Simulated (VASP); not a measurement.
# Sc (Fm-3m) in VASP: notebook, part 2 of 3

VASP 6.6.1. The steps go on from the part before.

## Step 3: Single point, PBEsol

This run uses another cell than the first one, of 16.95 Å³/atom.

INCAR reads:

```
ALGO = Normal ; EDIFF = 1E-6
ENCUT = 500 ; GGA = PS
GGA_COMPAT = False ; ISIF = 2
ISMEAR = 0 ; LASPH = True
LCHARG = False ; LREAL = False
LWAVE = False ; NBANDS = 12
NELM = 120 ; PREC = Accurate
SIGMA = 0.05
```

KPOINTS reads:

```
k-points
0
Gamma
  9 9 9
```

POSCAR reads:

```
Sc
1.0
    0.0000000000      2.0388734044      2.0388734044
    2.0388734044      0.0000000000      2.0388734044
    2.0388734044      2.0388734044      0.0000000000
Sc
1
Direct
    0.0000000000      0.0000000000      0.0000000000
```

Potentials or basis: VASP PAW PBE potentials, release 64 (Sc_sv).

Launch:

```
$ cat potpaw_PBE.64/Sc_sv/POTCAR > POTCAR
$ mpirun -np 1 vasp_std > vasp.out
```

OUTCAR:

```text
EDIFF = 1E-6
   ENCUT = 500
   GGA = PS
   ISIF = 2
   ISMEAR = 0
   LASPH = True
   LREAL = False
   NELM = 120
   PREC = Accurate

 ion  position               nearest neighbor table
   1  0.000  0.000  0.000-

  LATTYP: Found a face centered cubic cell.
 ALAT       =     4.0777468088

  Lattice vectors:

 A1 = (   0.0000000000,   2.0388734044,   2.0388734044)
 A2 = (   2.0388734044,   0.0000000000,   2.0388734044)
 A3 = (   2.0388734044,   2.0388734044,   0.0000000000)

Analysis of symmetry for initial positions (statically):
=====================================================================
 Subroutine PRICEL returns:
 Original cell was already a primitive cell.

 Routine SETGRP: Setting up the symmetry group for a
 face centered cubic supercell.

 Subroutine GETGRP returns: Found 48 space group operations
 (whereof 48 operations were pure point group operations)
 out of a pool of 48 trial point group operations.

The static configuration has the point symmetry O_h .

Analysis of symmetry for dynamics (positions and initial velocities):
=====================================================================
 Subroutine PRICEL returns:
 Original cell was already a primitive cell.

 Routine SETGRP: Setting up the symmetry group for a
 face centered cubic supercell.

 Subroutine GETGRP returns: Found 48 space group operations
 (whereof 48 operations were pure point group operations)
 out of a pool of 48 trial point group operations.

The dynamic configuration has the point symmetry O_h .

 Subroutine INISYM returns: Found 48 space group operations
 (whereof 48 operations are pure point group operations),
 and found     1 'primitive' translations

----------------------------------------------------------------------------------------

                                     Primitive cell

  volume of cell :      16.9512

  direct lattice vectors                    reciprocal lattice vectors
     0.000000000  2.038873404  2.038873404    -0.245233470  0.245233470  0.245233470
     2.038873404  0.000000000  2.038873404     0.245233470 -0.245233470  0.245233470
     2.038873404  2.038873404  0.000000000     0.245233470  0.245233470 -0.245233470

  length of vectors
     2.883402420  2.883402420  2.883402420     0.424756830  0.424756830  0.424756830

  position of ions in fractional coordinates (direct lattice)
     0.000000000  0.000000000  0.000000000

  ion indices of the primitive-cell ions
   primitive index   ion index
                 1           1

----------------------------------------------------------------------------------------

 KPOINTS: k-points

Automatic generation of k-mesh.
 Grid dimensions read from file:
 generate k-points for:    9    9    9

 Generating k-lattice:

  Cartesian coordinates                     Fractional coordinates (reciprocal lattice)
    -0.027248163  0.027248163  0.027248163     0.111111111  0.000000000  0.000000000
     0.027248163 -0.027248163  0.027248163     0.000000000  0.111111111  0.000000000
     0.027248163  0.027248163 -0.027248163     0.000000000  0.000000000  0.111111111

  Length of vectors
     0.047195203  0.047195203  0.047195203

  Shift w.r.t. Gamma in fractional coordinates (k-lattice)
     0.000000000  0.000000000  0.000000000

 Subroutine IBZKPT returns following result:
 ===========================================

 Found     35 irreducible k-points:

 Following reciprocal coordinates:
            Coordinates               Weight
  0.000000  0.000000  0.000000      1.000000
  0.111111  0.000000  0.000000      8.000000
  0.222222  0.000000  0.000000      8.000000
  0.333333  0.000000  0.000000      8.000000
  0.444444  0.000000  0.000000      8.000000
  0.111111  0.111111  0.000000      6.000000
[... 16 lines left out ...]
 -0.333333  0.333333  0.000000     12.000000
  0.444444  0.444444  0.000000      6.000000
 [... further k-points ...]
   k-points           NKPTS =     35   k-points in BZ     NKDIM =     35   number of bands    NBANDS=     12
   number of dos      NEDOS =    301   number of ions     NIONS =      1
   total plane-waves  NPLWV =  13824
   dimension x,y,z NGX =    24 NGY =   24 NGZ =   24
   dimension x,y,z NGXF=    48 NGYF=   48 NGZF=   48
   ions per type =               1
   NGX,Y,Z   is equivalent  to a cutoff of  13.84, 13.84, 13.84 a.u.
   NGXF,Y,Z  is equivalent  to a cutoff of  27.67, 27.67, 27.67 a.u.
 SYSTEM =  unknown system
   PREC   = accura    normal or accurate (medium, high low for compatibility)
   ISTART =      0    job   : 0-new  1-cont  2-samecut
   ICHARG =      2    charge: 1-file 2-atom 10-const
   ISPIN  =      1    spin polarized calculation?
   LNONCOLLINEAR =      F non collinear calculations
   LSORBIT =      F    spin-orbit coupling
   LASPH  =      T    aspherical Exc in radial PAW
   ENCUT  =  500.0 eV  36.75 Ry    6.06 a.u.   5.26  5.26  5.26*2*pi/ulx,y,z
   NELM   =    120;   NELMIN=  2; NELMDL= -5     # of ELM steps
   EDIFF  = 0.1E-05   stopping-criterion for ELM
   LREAL  =      F    real-space projection
   EDIFFG = 0.1E-04   stopping-criterion for IOM
   NSW    =      0    number of steps for IOM
   IBRION =     -1    ionic relax: 0-MD 1-quasi-New 2-CG
   NFREE  =      0    steps in history (QN), initial steepest desc. (CG)
   ISIF   =      2    stress and relaxation
   ISYM   =      2    0-nonsym 1-usesym 2-fastsym
   POTIM  = 0.5000    time-step for ionic-motion
   TEBEG  =    0.0;   TEEND  =   0.0 temperature during run
   PSTRESS=    0.0 pullay stress
   NELECT =      11.0000    total number of electrons
   NUPDOWN=      -1.0000    fix difference up-down
   EMIN   =  10.00;   EMAX   =-10.00  energy-range for DOS
   EFERMI =   0.00;   METHOD = LEGACY
   ISMEAR =     0;   SIGMA  =   0.05  broadening in eV -4-tet -1-fermi 0-gaus
   EFERMI_NEDOS =   21; number of points for ismear=-14 and -15
   IALGO  =     38    algorithm
   IMIX   =      4    mixing-type and parameters
     AMIX     =   0.40;   BMIX     =  1.00
     AMIX_MAG =   1.60;   BMIX_MAG =  1.00
  volume/ion in A,a.u.               =      16.95       114.39
  Fermi-wavevector in a.u.,A,eV,Ry     =   1.417334  2.678372 27.331859  2.008835
  Thomas-Fermi vector in A             =   2.538575
   LORBIT       =      0    0 simple, 1 ext, 2 COOP (PROOUT), +10 PAW based schemes
   GGA     = PS    functional components
   LHFCALC =     F    Hartree Fock is set to
   AEXX    =    0.0000 exact exchange contribution
   IVDW    =     0    specifies the selected vdW correction
   LEPSILON=     F    determine dielectric tensor
   LRPA    =     F    only Hartree local field effects (RPA)
 non-spin polarized calculation
 Gauss-broadening in eV      SIGMA  =   0.05
  energy-cutoff  :      500.00
  volume of cell :       16.95
 maximum number of plane-waves:       440
 NGX is ok and might be reduce to    24
   NGX = 11   NGY = 11   NGZ = 11

 number of electron      11.0000002 magnetization

 Free energy of the ion-electron system (eV)
  ---------------------------------------------------
  ext. energy  EPLUGINS =         0.00000000
  ---------------------------------------------------
  free energy    TOTEN  =        -6.06312684 eV

  energy without entropy =       -6.06040946  energy(sigma->0) =       -6.06176815

 E-fermi :   6.1715     XC(G=0): -11.6396

 val. band max:        6.1563582206   @ k =  -0.4444   0.2222   0.1111
 cond. band min:       6.1880768892   @ k =  -0.3333   0.4444   0.2222
 fundamental gap:      0.0317186687
 Fermi energy:         6.1715039101

 k-point     1 :       0.0000    0.0000    0.0000
  band No.  band energies     occupation
      1     -42.2860      2.00000
      2     -20.3307      2.00000
      3     -20.3307      2.00000
      4     -20.3307      2.00000
      5       0.5029      2.00000
      6       8.1354      0.00000
      7       8.1354      0.00000
      8       8.1354      0.00000
      9      10.3688      0.00000
     10      10.3688      0.00000
     11      20.8636      0.00000
     12      25.8787      0.00000
[... 331 lines left out ...]
 k-point    24 :       0.4444    0.4444    0.0000
  band No.  band energies     occupation
      1     -41.9291      2.00000
      2     -21.5212      2.00000
      3     -20.7671      2.00000
      4     -20.7671      2.00000
      5       3.6463      2.00000
      6       4.8039      2.00000
      7       9.6962      0.00000
      8      11.7958      0.00000
      9      12.0058      0.00000
     10      12.0058      0.00000
     11      19.1146      0.00000
     12      19.1146      0.00000

 [... further k-points ...]

------------------------ aborting loop because EDIFF is reached ----------------------------------------

  FORCE on cell =-STRESS in cart. coord.  units (eV):
  Direction    XX          YY          ZZ          XY          YZ          ZX
  --------------------------------------------------------------------------------------
  -------------------------------------------------------------------------------------
  Total        3.1892834      3.1892834      3.1892834     -0.0000000      0.0000000      0.0000000
  in kB      301.4414136    301.4414136    301.4414136     -0.0000000      0.0000000      0.0000000
  external PRESSURE =     301.4414136 kB  Pullay stress =       0.0000000 kB

 VOLUME and BASIS-vectors are now :
 -----------------------------------------------------------------------------
  energy-cutoff  :      500.00
  volume of cell :       16.95
      direct lattice vectors                 reciprocal lattice vectors
     0.000000000  2.038873404  2.038873404    -0.245233470  0.245233470  0.245233470
     2.038873404  0.000000000  2.038873404     0.245233470 -0.245233470  0.245233470
     2.038873404  2.038873404  0.000000000     0.245233470  0.245233470 -0.245233470

 POSITION                                       TOTAL-FORCE (eV/Angst)
 -----------------------------------------------------------------------------------
      0.00000      0.00000      0.00000         0.000000      0.000000      0.000000
 -----------------------------------------------------------------------------------
    total drift:                                0.000000      0.000000     -0.000000

  FREE ENERGIE OF THE ION-ELECTRON SYSTEM (eV)
  ---------------------------------------------------
  free  energy   TOTEN  =        -6.0631268390 eV

  energy  without entropy=       -6.0604094626  energy(sigma->0) =       -6.06176815
```

OSZICAR:

```text
N       E                     dE             d eps       ncg     rms          rms(c)
DAV:   1     0.676466549430E+02    0.67647E+02   -0.50669E+03   840   0.935E+02
DAV:   2    -0.528898612720E+01   -0.72936E+02   -0.70595E+02   840   0.280E+02
DAV:   3    -0.651807368073E+01   -0.12291E+01   -0.12057E+01  1060   0.489E+01
DAV:   4    -0.653131656601E+01   -0.13243E-01   -0.13238E-01  1052   0.396E+00
DAV:   5    -0.653154348289E+01   -0.22692E-03   -0.22692E-03  1148   0.534E-01    0.923E+00
DAV:   6    -0.613352434563E+01    0.39802E+00   -0.56728E-01  1188   0.117E+01    0.343E+00
DAV:   7    -0.606729196287E+01    0.66232E-01   -0.14144E-01  1304   0.569E+00    0.484E-01
DAV:   8    -0.606313956588E+01    0.41524E-02   -0.48842E-03   964   0.913E-01    0.685E-02
DAV:   9    -0.606312416014E+01    0.15406E-04   -0.11854E-04  1152   0.175E-01    0.171E-02
DAV:  10    -0.606312651084E+01   -0.23507E-05   -0.68975E-06   860   0.247E-02    0.211E-03
DAV:  11    -0.606312683898E+01   -0.32813E-06   -0.10657E-07   628   0.342E-03
   1 F= -.60631268E+01 E0= -.60617682E+01  d E =-.271738E-02
```

stdout:

```text
POSCAR found type information on POSCAR Sc
 POSCAR found :  1 types and       1 ions
 scaLAPACK will be used
 -----------------------------------------------------------------------------
|                                                                             |
|                                                                             |
|     You enforced a specific xc type in the INCAR file but a different       |
|     I HOPE YOU KNOW WHAT YOU ARE DOING!                                     |
|                                                                             |
 -----------------------------------------------------------------------------

 LDA part: xc-table for (Slater+PW92), standard interpolation
 POSCAR, INCAR and KPOINTS ok, starting setup
 FFT: planning ... GRIDC
 FFT: planning ... GRID_SOFT
 FFT: planning ... GRID
 WAVECAR not read
 entering main loop
```

Wall time 3.9 s (1 thread of Intel Xeon Platinum 8488C (Sapphire Rapids), shared host); peak memory 0.13 GiB.

Results:

```
Free energy            : -6.0631 eV
Pressure               : 30.1 GPa
Band gap on the k mesh : zero (an odd number of electrons rules out a gap without spin polarisation)
```

Caveat: the cell stands under pressure; the PAW data sets were made with another functional, which shifts forces and pressure a little.

## Step 4: Single point, PBEsol

This run uses another cell than the first one, of 19.31 Å³/atom.

INCAR reads:

```
SYSTEM = Sc
PREC = Accurate
ENCUT = 500
EDIFF = 1E-6
ISMEAR = 0
SIGMA = 0.05
LREAL = .FALSE.
LASPH = .TRUE.
NELM = 120
ALGO = Normal
ISIF = 2
LWAVE = .FALSE.
LCHARG = .FALSE.
GGA = PS
NBANDS = 12
GGA_COMPAT = .FALSE.
```

KPOINTS reads:

```
Automatic mesh
0
G
  9 9 9
  0 0 0
```

POSCAR reads:

```
Sc
1.0
    0.0000000000      2.1294054167      2.1294054167
    2.1294054167      0.0000000000      2.1294054167
    2.1294054167      2.1294054167      0.0000000000
Sc
1
Direct
    0.0000000000      0.0000000000      0.0000000000
```

Potentials or basis: VASP PAW PBE potentials, release 64 (Sc_sv).

Launch:

```
$ cat potpaw_PBE.64/Sc_sv/POTCAR > POTCAR
$ mpirun -np 1 vasp_std > vasp.out
```

OUTCAR:

```text
SYSTEM = Sc
   PREC = Accurate
   ENCUT = 500
   EDIFF = 1E-6
   ISMEAR = 0
   LREAL = .FALSE.
   LASPH = .TRUE.
   NELM = 120
   ISIF = 2
   GGA = PS

 ion  position               nearest neighbor table
   1  0.000  0.000  0.000-

  LATTYP: Found a face centered cubic cell.
 ALAT       =     4.2588108334

  Lattice vectors:

 A1 = (   0.0000000000,   2.1294054167,   2.1294054167)
 A2 = (   2.1294054167,   0.0000000000,   2.1294054167)
 A3 = (   2.1294054167,   2.1294054167,   0.0000000000)

Analysis of symmetry for initial positions (statically):
=====================================================================
 Subroutine PRICEL returns:
 Original cell was already a primitive cell.

 Routine SETGRP: Setting up the symmetry group for a
 face centered cubic supercell.

 Subroutine GETGRP returns: Found 48 space group operations
 (whereof 48 operations were pure point group operations)
 out of a pool of 48 trial point group operations.

The static configuration has the point symmetry O_h .

Analysis of symmetry for dynamics (positions and initial velocities):
[... 170 lines left out ...]
      4     -21.7286      2.00000
      5      -0.3760      2.00000
      6       7.0630      0.00000
      7       7.0630      0.00000
      8       7.0630      0.00000
      9       8.9645      0.00000
     10       8.9645      0.00000
     11      19.1073      0.00000
     12      23.5188      0.00000
[... 331 lines left out ...]
 k-point    24 :       0.4444    0.4444    0.0000
  band No.  band energies     occupation
      1     -43.2380      2.00000
      2     -22.5342      2.00000
      3     -22.0267      2.00000
      4     -22.0267      2.00000
      5       3.0730      2.00000
      6       4.1805      2.00000
      7       7.9424      0.00000
      8      10.1698      0.00000
      9      10.3431      0.00000
     10      10.3431      0.00000
     11      16.7528      0.00000
     12      16.7528      0.00000

 [... further k-points ...]

------------------------ aborting loop because EDIFF is reached ----------------------------------------

  FORCE on cell =-STRESS in cart. coord.  units (eV):
  Direction    XX          YY          ZZ          XY          YZ          ZX
  --------------------------------------------------------------------------------------
  -------------------------------------------------------------------------------------
  Total        1.8120432      1.8120432      1.8120432     -0.0000000      0.0000000      0.0000000
  in kB      150.3398344    150.3398344    150.3398344     -0.0000000      0.0000000      0.0000000
  external PRESSURE =     150.3398344 kB  Pullay stress =       0.0000000 kB

 VOLUME and BASIS-vectors are now :
 -----------------------------------------------------------------------------
  energy-cutoff  :      500.00
  volume of cell :       19.31
      direct lattice vectors                 reciprocal lattice vectors
     0.000000000  2.129405417  2.129405417    -0.234807330  0.234807330  0.234807330
     2.129405417  0.000000000  2.129405417     0.234807330 -0.234807330  0.234807330
     2.129405417  2.129405417  0.000000000     0.234807330  0.234807330 -0.234807330

 POSITION                                       TOTAL-FORCE (eV/Angst)
 -----------------------------------------------------------------------------------
      0.00000      0.00000      0.00000         0.000000      0.000000      0.000000
 -----------------------------------------------------------------------------------
    total drift:                                0.000000      0.000000     -0.000000

  FREE ENERGIE OF THE ION-ELECTRON SYSTEM (eV)
  ---------------------------------------------------
  free  energy   TOTEN  =        -6.3883867885 eV

  energy  without entropy=       -6.3863403106  energy(sigma->0) =       -6.38736355
```

OSZICAR:

```text
N       E                     dE             d eps       ncg     rms          rms(c)
DAV:   1     0.723226410797E+02    0.72323E+02   -0.50738E+03   840   0.907E+02
DAV:   2    -0.562448286970E+01   -0.77947E+02   -0.76295E+02   840   0.282E+02
DAV:   3    -0.692698738521E+01   -0.13025E+01   -0.12879E+01  1064   0.499E+01
DAV:   4    -0.694689272051E+01   -0.19905E-01   -0.19899E-01  1056   0.490E+00
DAV:   5    -0.694715547430E+01   -0.26275E-03   -0.26275E-03  1096   0.556E-01    0.752E+00
DAV:   6    -0.646867899933E+01    0.47848E+00   -0.70468E-01  1232   0.126E+01    0.251E+00
DAV:   7    -0.639319028414E+01    0.75489E-01   -0.16676E-01  1312   0.593E+00    0.455E-01
DAV:   8    -0.638846090931E+01    0.47294E-02   -0.62750E-03   960   0.109E+00    0.105E-01
DAV:   9    -0.638838429301E+01    0.76616E-04   -0.35834E-04  1288   0.294E-01    0.187E-02
DAV:  10    -0.638838597258E+01   -0.16796E-05   -0.16846E-05  1116   0.378E-02    0.617E-03
DAV:  11    -0.638838678852E+01   -0.81594E-06   -0.68727E-07   656   0.990E-03
   1 F= -.63883868E+01 E0= -.63873635E+01  d E =-.204648E-02
```

stdout:

```text
POSCAR found type information on POSCAR Sc
 POSCAR found :  1 types and       1 ions
 scaLAPACK will be used
 -----------------------------------------------------------------------------
|                                                                             |
|                                                                             |
|     You enforced a specific xc type in the INCAR file but a different       |
|     I HOPE YOU KNOW WHAT YOU ARE DOING!                                     |
|                                                                             |
 -----------------------------------------------------------------------------

 LDA part: xc-table for (Slater+PW92), standard interpolation
 POSCAR, INCAR and KPOINTS ok, starting setup
 FFT: planning ... GRIDC
 FFT: planning ... GRID_SOFT
 FFT: planning ... GRID
 WAVECAR not read
 entering main loop
```

It took 3.9 s on 1 thread of Intel Xeon Platinum 8488C (Sapphire Rapids), shared host; peak memory 0.13 GiB.

Results:

- Free energy: -6.3884 eV
- Pressure: 15.0 GPa
- Band gap on the k mesh: zero (an odd number of electrons rules out a gap without spin polarisation)

Levels at points of the mesh, in eV from the Fermi level:
| k point | band 3 | band 4 | band 5 | band 6 | band 7 | band 8 |
| --- | --- | --- | --- | --- | --- | --- |
| (0.00, 0.00, 0.00) | -26.93 | -26.93 | -5.58 | 1.86 | 1.86 | 1.86 |

Caveat: the cell stands under pressure; the PAW data sets were made with another functional, which shifts forces and pressure a little.

[end of part 2 of 3]
